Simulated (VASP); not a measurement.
Input of a VASP 6.6.1 run:

File INCAR:

```
SYSTEM = Bi
PREC = Accurate
ENCUT = 520
EDIFF = 1E-6
ISMEAR = -1
SIGMA = 0.05
LREAL = .FALSE.
LASPH = .TRUE.
NELM = 100
ALGO = Normal
ISIF = 2
LWAVE = .FALSE.
LCHARG = .FALSE.
GGA = PS
NBANDS = 22
```

KPOINTS

```
Automatic mesh
0
G
  8 8 4
  0 0 0
```

File POSCAR:

```
Bi
1.0
    3.1858653413      0.0000000000      0.0214740179
    0.0000000000      2.9822080002      0.0000000000
   -0.0364201746      0.0000000000      5.4246312998
Bi
2
Direct
    0.7499742468      0.0000000000      0.7500005545
    0.2500257532      0.0000000000      0.2499994455
```

Potentials or basis: VASP PAW PBE potentials, release 64 (Bi_d).

Command:

```console
$ cat potpaw_PBE.64/Bi_d/POTCAR > POTCAR
$ mpirun -np 1 vasp_std > vasp.out
```

Q: What does it give for the pressure?

A: 19.9 GPa.

Q: Predict the band gap on the k mesh.

A: Zero (bands 15 and 16 overlap by 7.26 eV).

Caveat: the cell stands under pressure; the PAW data sets were made with another functional, which shifts forces and pressure a little; spin-orbit coupling is left out, which moves the levels of the heavy elements.
